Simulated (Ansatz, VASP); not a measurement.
**One calculation of Al3Cu, two programs**

The input INCAR:

```
PREC = Accurate ; ENCUT = 520
EDIFF = 1E-7 ; ISMEAR = 0
SIGMA = 0.1 ; LREAL = False
LASPH = True ; NELM = 100
ALGO = Normal ; ISIF = 2
LWAVE = False ; LCHARG = False
GGA = PS ; NBANDS = 18
```

File KPOINTS:

```
Automatic mesh
0
Gamma
  12 12 12
```

Contents of POSCAR:

```
Al3Cu
1.0
    3.7749940205      0.0000000000      0.0000000000
    0.0000000000      3.7749940205      0.0000000000
    0.0000000000      0.0000000000      3.7749940205
Al Cu
3 1
Direct
    0.0000000000      0.5000000000      0.5000000000
    0.5000000000      0.0000000000      0.5000000000
    0.5000000000      0.5000000000      0.0000000000
    0.0000000000      0.0000000000      0.0000000000
```

Input for Ansatz:

```yaml
crystal:
  lattice:
    - [3.7749940205, 0.0, 0.0]
    - [0.0, 3.7749940205, 0.0]
    - [0.0, 0.0, 3.7749940205]
  atoms:
    - { symbol: Al, position: [0.0, 0.5, 0.5] }
    - { symbol: Al, position: [0.5, 0.0, 0.5] }
    - { symbol: Al, position: [0.5, 0.5, 0.0] }
    - { symbol: Cu, position: [0.0, 0.0, 0.0] }
basis:
  ecutwfc: 420
kpoints:
  mp_grid: { grid: [12, 12, 12] }
hamiltonian:
  xc: pbesol
scf:
  occupations: { method: gaussian, width: 0.1 }
output:
  forces: true
  stress: true
  eigenvalues: true
```

Alike in both runs: task single point; functional PBEsol; k mesh 12 × 12 × 12; occupations gaussian, width 0.1 eV; no spin polarisation.

```csv
,VASP,Ansatz
version,VASP 6.6.1,Ansatz 0.2.0
potentials or method,"VASP PAW PBE potentials, release 64 (Al, Cu), cutoff 520 eV","scalar-relativistic, plane waves, PAW"
valence electrons in the cell,20,28
```

|  | VASP | Ansatz | Ansatz less VASP |
| --- | --- | --- | --- |
| gap on the k mesh at the Fermi level (eV) | none | none | - |
| pressure (GPa) | 11.6 | 11.3 | -0.27 |

VASP's potentials were made for PBE, not for PBEsol. A gap of «none» marks a metal or a gap that the smearing closes. With one functional, cell and mesh, what is left measures potentials, basis and numerics. VASP's potentials hold 20 valence electrons a cell and Ansatz's 28, so a difference there can come from the potentials and not from the codes.
